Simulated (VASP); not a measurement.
Here is a VASP 6.6.1 calculation.

File INCAR:

```
SYSTEM = Rh
  PREC = Accurate
  ENCUT = 520
  EDIFF = 1E-7
  ISMEAR = 0
  SIGMA = 0.1
  LREAL = .FALSE.
  LASPH = .TRUE.
  NELM = 80
  ALGO = Fast
  ISIF = 2
  LWAVE = .FALSE.
  LCHARG = .FALSE.
  GGA = PE
  IVDW = 12
  NBANDS = 14
```

Contents of KPOINTS:

```
Automatic mesh
0
G
  8 8 8
  0 0 0
```

POSCAR

```
Rh
1.0
    0.0000000000      1.8978500000      1.8978500000
    1.8978500000      0.0000000000      1.8978500000
    1.8978500000      1.8978500000      0.0000000000
Rh
1
Direct
    0.0000000000      0.0000000000      0.0000000000
```

Potentials or basis: VASP PAW PBE potentials, release 64 (Rh_pv).

Run with:

```sh
$ cat potpaw_PBE.64/Rh_pv/POTCAR > POTCAR
$ mpirun -np 1 vasp_std > vasp.out
```

Question: Predict the pressure.

Answer: 0.5 GPa.

Question: Predict the dispersion energy per atom.

Answer: -0.651 eV.

Caveat: pairwise dispersion overbinds metals, which lowers pressure and volume.
